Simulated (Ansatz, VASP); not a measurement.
## In: VASP beside Ansatz

```
In
1.0
     0.00000    3.28471    3.28471
     3.28471    0.00000    3.28471
     3.28471    3.28471    0.00000
In
2
Direct
  0.00000 0.00000 0.00000
  0.25000 0.25000 0.25000
```

Alike in both runs: task relaxation of cell and atoms; functional PBEsol; k mesh 14 × 14 × 14; occupations gaussian, width 0.1 eV; no spin polarisation.

|  | VASP | Ansatz |
| --- | --- | --- |
| version | VASP 6.6.1 | Ansatz 0.2.0 |
| potentials or method | VASP PAW PBE potentials, release 64 (In_d), cutoff 600 eV | scalar-relativistic, plane waves, PAW |
| valence electrons in the cell | 26 | 26 |

|  | VASP | Ansatz | Ansatz less VASP |
| --- | --- | --- | --- |
| gap on the k mesh at the Fermi level, each at its own relaxed structure (eV) | none | none | - |
| relaxed volume (Å³/atom) | 35.44 | 35.44 | 0.000 |
| relaxed cell length with the largest relative difference (Å) | 4.645 | 4.645 | 0.0000 |

VASP's potentials were made for PBE, not for PBEsol. A gap of «none» marks a metal or a gap that the smearing closes.

Noted on VASP's run: the relaxation stopped at its first step, so nothing moved.
